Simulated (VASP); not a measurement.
# ReS (F-43m) in VASP: a series of runs

ReS is run at these levels: PBEsol; tasks: single point.

Everything below comes from runs of VASP 6.6.1. Logs are shortened: lines on timing, memory, paths and dates and some standing lists are left out, and cuts for length are marked.

### 1 The cell of the first run

It takes space group F-43m (No. 216, cubic). The conventional cell has a = 5.113 Å, b = 5.113 Å, c = 5.113 Å, α = 90.00°, β = 90.00°, γ = 90.00°. Re (site symmetry -43m) has 4 S at 2.21 Å within 2.9 Å. Within 2.9 Å of S (site symmetry -43m) lie 4 Re at 2.21 Å.

### 2 Single point, PBEsol, collinear spin (16.71 Å³/atom)

INCAR

```
SYSTEM = ReS
PREC     = Accurate       ! precision mode
ENCUT    = 520            ! plane-wave cutoff, eV
EDIFF    = 1E-6           ! SCF threshold, eV
ISMEAR   = 0              ! smearing method
SIGMA    = 0.05           ! smearing width, eV
LREAL    = .FALSE.        ! projectors in reciprocal space
LASPH    = .TRUE.         ! aspherical terms in the spheres
NELM     = 150            ! most SCF steps
ALGO     = Normal         ! electronic algorithm
ISIF     = 2              ! what is computed and relaxed
LWAVE    = .FALSE.        ! write WAVECAR
LCHARG   = .FALSE.        ! write CHGCAR
ISPIN    = 2              ! spin polarisation
MAGMOM   = 0.05 0         ! initial moments
LORBIT   = 11             ! projections on sites
LMAXMIX  = 4              ! l up to which the mixer works
GGA      = PS             ! functional
NBANDS   = 18             ! bands
```

KPOINTS

```
Automatic mesh
0
G
  10 10 10
  0 0 0
```

POSCAR

```
ReS
1.0
    0.0000000000      2.5564523625      2.5564523625
    2.5564523625      0.0000000000      2.5564523625
    2.5564523625      2.5564523625      0.0000000000
Re S
1 1
Direct
    0.0000000000      0.0000000000      0.0000000000
    0.2500000000      0.2500000000      0.2500000000
```

Potentials or basis: VASP PAW PBE potentials, release 64 (Re, S).

Run with:

```bash
cat potpaw_PBE.64/Re/POTCAR potpaw_PBE.64/S/POTCAR > POTCAR
mpirun -np 1 vasp_std > vasp.out
```

OUTCAR:

```text
SYSTEM = ReS
   PREC = Accurate
   ENCUT = 520
   EDIFF = 1E-6
   ISMEAR = 0
   LREAL = .FALSE.
   LASPH = .TRUE.
   NELM = 150
   ISIF = 2
   ISPIN = 2
   LORBIT = 11
   GGA = PS

 ion  position               nearest neighbor table
   1  0.000  0.000  0.000-   2 2.21   2 2.21   2 2.21   2 2.21
   2  0.250  0.250  0.250-   1 2.21   1 2.21   1 2.21   1 2.21

  LATTYP: Found a face centered cubic cell.
 ALAT       =     5.1129047250

  Lattice vectors:

 A1 = (   0.0000000000,   2.5564523625,   2.5564523625)
 A2 = (   2.5564523625,   0.0000000000,   2.5564523625)
 A3 = (   2.5564523625,   2.5564523625,   0.0000000000)

Analysis of symmetry for initial positions (statically):
=====================================================================
 Subroutine PRICEL returns:
 Original cell was already a primitive cell.

 Routine SETGRP: Setting up the symmetry group for a
 face centered cubic supercell.

 Subroutine GETGRP returns: Found 24 space group operations
 (whereof 24 operations were pure point group operations)
 out of a pool of 48 trial point group operations.

The static configuration has the point symmetry T_d .

Analysis of symmetry for dynamics (positions and initial velocities):
=====================================================================
 Subroutine PRICEL returns:
 Original cell was already a primitive cell.

 Routine SETGRP: Setting up the symmetry group for a
 face centered cubic supercell.

 Subroutine GETGRP returns: Found 24 space group operations
 (whereof 24 operations were pure point group operations)
 out of a pool of 48 trial point group operations.

The dynamic configuration has the point symmetry T_d .

Analysis of structural, dynamic, and magnetic symmetry:
=====================================================================
 Subroutine PRICEL returns:
 Original cell was already a primitive cell.

 Routine SETGRP: Setting up the symmetry group for a
 face centered cubic supercell.

 Subroutine GETGRP returns: Found 24 space group operations
 (whereof 24 operations were pure point group operations)
 out of a pool of 48 trial point group operations.

The overall configuration has the point symmetry T_d .

 Subroutine INISYM returns: Found 24 space group operations
 (whereof 24 operations are pure point group operations),
 and found     1 'primitive' translations

----------------------------------------------------------------------------------------

                                     Primitive cell

  volume of cell :      33.4151

  direct lattice vectors                    reciprocal lattice vectors
     0.000000000  2.556452362  2.556452362    -0.195583539  0.195583539  0.195583539
     2.556452362  0.000000000  2.556452362     0.195583539 -0.195583539  0.195583539
     2.556452362  2.556452362  0.000000000     0.195583539  0.195583539 -0.195583539

  length of vectors
     3.615369603  3.615369603  3.615369603     0.338760626  0.338760626  0.338760626

  position of ions in fractional coordinates (direct lattice)
     0.000000000  0.000000000  0.000000000
     0.250000000  0.250000000  0.250000000

  ion indices of the primitive-cell ions
   primitive index   ion index
                 1           1
                 2           2

----------------------------------------------------------------------------------------

 KPOINTS: Automatic mesh

Automatic generation of k-mesh.
 Grid dimensions read from file:
 generate k-points for:   10   10   10

 Generating k-lattice:

  Cartesian coordinates                     Fractional coordinates (reciprocal lattice)
    -0.019558354  0.019558354  0.019558354     0.100000000  0.000000000  0.000000000
     0.019558354 -0.019558354  0.019558354     0.000000000  0.100000000  0.000000000
     0.019558354  0.019558354 -0.019558354     0.000000000  0.000000000  0.100000000

  Length of vectors
     0.033876063  0.033876063  0.033876063

  Shift w.r.t. Gamma in fractional coordinates (k-lattice)
     0.000000000  0.000000000  0.000000000

 Subroutine IBZKPT returns following result:
 ===========================================

 Found     47 irreducible k-points:

 Following reciprocal coordinates:
            Coordinates               Weight
  0.000000  0.000000  0.000000      1.000000
  0.100000  0.000000  0.000000      8.000000
  0.200000  0.000000  0.000000      8.000000
  0.300000  0.000000  0.000000      8.000000
  0.400000  0.000000  0.000000      8.000000
  0.500000  0.000000  0.000000      4.000000
[... 16 lines left out ...]
  0.300000  0.300000  0.000000      6.000000
  0.400000  0.300000  0.000000     24.000000
 [... further k-points ...]
   k-points           NKPTS =     47   k-points in BZ     NKDIM =     47   number of bands    NBANDS=     18
   number of dos      NEDOS =    301   number of ions     NIONS =      2
   total plane-waves  NPLWV =  21952
   dimension x,y,z NGX =    28 NGY =   28 NGZ =   28
   dimension x,y,z NGXF=    56 NGYF=   56 NGZF=   56
   ions per type =               1   1
   NGX,Y,Z   is equivalent  to a cutoff of  12.88, 12.88, 12.88 a.u.
   NGXF,Y,Z  is equivalent  to a cutoff of  25.75, 25.75, 25.75 a.u.
 SYSTEM =  ReS
   PREC   = accura    normal or accurate (medium, high low for compatibility)
   ISTART =      0    job   : 0-new  1-cont  2-samecut
   ICHARG =      2    charge: 1-file 2-atom 10-const
   ISPIN  =      2    spin polarized calculation?
   LNONCOLLINEAR =      F non collinear calculations
   LSORBIT =      F    spin-orbit coupling
   LASPH  =      T    aspherical Exc in radial PAW
   ENCUT  =  520.0 eV  38.22 Ry    6.18 a.u.   6.72  6.72  6.72*2*pi/ulx,y,z
   NELM   =    150;   NELMIN=  2; NELMDL= -5     # of ELM steps
   EDIFF  = 0.1E-05   stopping-criterion for ELM
   LREAL  =      F    real-space projection
[... 7 lines left out ...]
   TEBEG  =    0.0;   TEEND  =   0.0 temperature during run
   PSTRESS=    0.0 pullay stress
   NELECT =      13.0000    total number of electrons
   NUPDOWN=      -1.0000    fix difference up-down
   EMIN   =  10.00;   EMAX   =-10.00  energy-range for DOS
   EFERMI =   0.00;   METHOD = LEGACY
   ISMEAR =     0;   SIGMA  =   0.05  broadening in eV -4-tet -1-fermi 0-gaus
   EFERMI_NEDOS =   21; number of points for ismear=-14 and -15
   IALGO  =     38    algorithm
   IMIX   =      4    mixing-type and parameters
     AMIX     =   0.40;   BMIX     =  1.00
     AMIX_MAG =   1.60;   BMIX_MAG =  1.00
  volume/ion in A,a.u.               =      16.71       112.75
  Fermi-wavevector in a.u.,A,eV,Ry     =   1.195111  2.258432 19.433069  1.428290
  Thomas-Fermi vector in A             =   2.331085
   LORBIT       =     11    0 simple, 1 ext, 2 COOP (PROOUT), +10 PAW based schemes
   GGA     = PS    functional components
   LHFCALC =     F    Hartree Fock is set to
   AEXX    =    0.0000 exact exchange contribution
   IVDW    =     0    specifies the selected vdW correction
   LEPSILON=     F    determine dielectric tensor
   LRPA    =     F    only Hartree local field effects (RPA)
 spin polarized calculation
 Gauss-broadening in eV      SIGMA  =   0.05
  energy-cutoff  :      520.00
  volume of cell :       33.42
 maximum number of plane-waves:       934
   NGX = 13   NGY = 13   NGZ = 13

 number of electron      12.9999999 magnetization       0.0253133

 Free energy of the ion-electron system (eV)
  ---------------------------------------------------
  ext. energy  EPLUGINS =         0.00000000
  ---------------------------------------------------
  free energy    TOTEN  =       -17.03393341 eV

  energy without entropy =      -17.02977623  energy(sigma->0) =      -17.03185482

 E-fermi :   7.0138     XC(G=0): -11.6829

 val. band max:        7.0097223769   @ k =  -0.3000   0.2000   0.0000
 cond. band min:       7.0223720899   @ k =  -0.3000   0.2000   0.0000
 fundamental gap:      0.0126497130
 Fermi energy:         7.0137788897

 spin component 1

 k-point     1 :       0.0000    0.0000    0.0000
  band No.  band energies     occupation
      1      -9.1946      1.00000
      2       0.3984      1.00000
      3       0.3984      1.00000
      4       0.3984      1.00000
      5       5.7097      1.00000
      6       5.7097      1.00000
[... 10 lines left out ...]
     17      23.1256      0.00000
     18      23.1256      0.00000

 k-point     2 :       0.1000    0.0000    0.0000
  band No.  band energies     occupation
      1      -9.0875      1.00000
      2       0.2527      1.00000
      3       0.4633      1.00000
      4       0.4633      1.00000
      5       5.6477      1.00000
      6       5.6477      1.00000
[... 10 lines left out ...]
     17      23.9434      0.00000
     18      24.0407      0.00000
[... 442 lines left out ...]
 k-point    24 :       0.4000    0.3000    0.0000
  band No.  band energies     occupation
      1      -7.9178      1.00000
      2      -0.8364      1.00000
      3       1.4825      1.00000
      4       1.5676      1.00000
      5       4.2841      1.00000
      6       6.7955      1.00000
[... 10 lines left out ...]
     17      25.4135      0.00000
     18      25.8433      0.00000

 [... further k-points ...]

 spin component 2

 k-point     1 :       0.0000    0.0000    0.0000
  band No.  band energies     occupation
      1      -9.1907      1.00000
      2       0.4042      1.00000
      3       0.4042      1.00000
      4       0.4042      1.00000
      5       5.7266      1.00000
      6       5.7266      1.00000
[... 10 lines left out ...]
     17      23.1321      0.00000
     18      23.1321      0.00000

 k-point     2 :       0.1000    0.0000    0.0000
  band No.  band energies     occupation
      1      -9.0837      1.00000
      2       0.2586      1.00000
      3       0.4692      1.00000
      4       0.4692      1.00000
      5       5.6643      1.00000
      6       5.6643      1.00000
[... 10 lines left out ...]
     17      23.8991      0.00000
     18      24.0473      0.00000
[... 442 lines left out ...]
 k-point    24 :       0.4000    0.3000    0.0000
  band No.  band energies     occupation
      1      -7.9146      1.00000
      2      -0.8297      1.00000
      3       1.4878      1.00000
      4       1.5729      1.00000
      5       4.2955      1.00000
      6       6.8134      1.00000
[... 10 lines left out ...]
     17      25.4193      0.00000
     18      25.8494      0.00000

 [... further k-points ...]

------------------------ aborting loop because EDIFF is reached ----------------------------------------

  FORCE on cell =-STRESS in cart. coord.  units (eV):
  Direction    XX          YY          ZZ          XY          YZ          ZX
  --------------------------------------------------------------------------------------
  -------------------------------------------------------------------------------------
  Total        2.3591881      2.3591881      2.3591881      0.0000000     -0.0000000      0.0000000
  in kB      113.1175616    113.1175616    113.1175616      0.0000000     -0.0000000      0.0000000
  external PRESSURE =     113.1175616 kB  Pullay stress =       0.0000000 kB

 VOLUME and BASIS-vectors are now :
 -----------------------------------------------------------------------------
  energy-cutoff  :      520.00
  volume of cell :       33.42
      direct lattice vectors                 reciprocal lattice vectors
     0.000000000  2.556452362  2.556452362    -0.195583539  0.195583539  0.195583539
     2.556452362  0.000000000  2.556452362     0.195583539 -0.195583539  0.195583539
     2.556452362  2.556452362  0.000000000     0.195583539  0.195583539 -0.195583539

 POSITION                                       TOTAL-FORCE (eV/Angst)
 -----------------------------------------------------------------------------------
      0.00000      0.00000      0.00000         0.000000      0.000000      0.000000
      1.27823      1.27823      1.27823        -0.000000     -0.000000     -0.000000
 -----------------------------------------------------------------------------------
    total drift:                                0.000000      0.000000      0.000000

  FREE ENERGIE OF THE ION-ELECTRON SYSTEM (eV)
  ---------------------------------------------------
  free  energy   TOTEN  =       -17.0339334089 eV

  energy  without entropy=      -17.0297762269  energy(sigma->0) =      -17.03185482

 total charge

# of ion       s       p       d       tot
------------------------------------------
    1        0.578   0.529   5.320   6.426
    2        1.296   2.409   0.000   3.706
--------------------------------------------------
tot          1.874   2.938   5.320  10.132

 magnetization (x)

# of ion       s       p       d       tot
------------------------------------------
    1        0.001   0.001   0.019   0.021
    2       -0.000   0.001   0.000   0.000
--------------------------------------------------
tot          0.001   0.002   0.019   0.022
```

It took 79 s on 1 thread of Intel Xeon 8259CL, shared host; peak memory 0.2 GiB.

Results:

```
Free energy                                           : -17.0339 eV
Pressure                                              : 11.3 GPa
Net moment                                            : 0.03 μB per cell
Site moments                                          : Re +0.02; S +0.00 μB
Valence electrons inside the program's atomic spheres : Re 6.43; S 3.71
```

Levels at points of the mesh, in eV from the Fermi level:
Spin up:
```tsv
k point	band 2	band 3	band 4	band 5	band 6	band 7	band 8	band 9	band 10	band 11
(0.00, 0.00, 0.00)	-6.62	-6.62	-6.62	-1.30	-1.30	1.43	5.14	5.14	5.14	8.64
(0.50, 0.00, 0.00)	-7.26	-6.07	-6.07	-0.70	-0.70	-0.65	2.49	2.49	3.98	9.71
(0.50, 0.50, 0.00)	-8.11	-4.90	-4.90	-2.69	-0.82	0.21	0.61	0.61	8.50	8.86
```
Spin down:
| k point | band 2 | band 3 | band 4 | band 5 | band 6 | band 7 | band 8 | band 9 | band 10 | band 11 |
| --- | --- | --- | --- | --- | --- | --- | --- | --- | --- | --- |
| (0.00, 0.00, 0.00) | -6.61 | -6.61 | -6.61 | -1.29 | -1.29 | 1.44 | 5.14 | 5.14 | 5.14 | 8.65 |
| (0.50, 0.00, 0.00) | -7.26 | -6.07 | -6.07 | -0.68 | -0.68 | -0.65 | 2.50 | 2.50 | 3.98 | 9.72 |
| (0.50, 0.50, 0.00) | -8.10 | -4.89 | -4.89 | -2.68 | -0.80 | 0.23 | 0.62 | 0.62 | 8.50 | 8.87 |

Caveat: the cell stands under pressure; the PAW data sets were made with another functional, which shifts forces and pressure a little; spin-orbit coupling is left out, which moves the levels of the heavy elements.

(Part 1 of 2 ends here.)
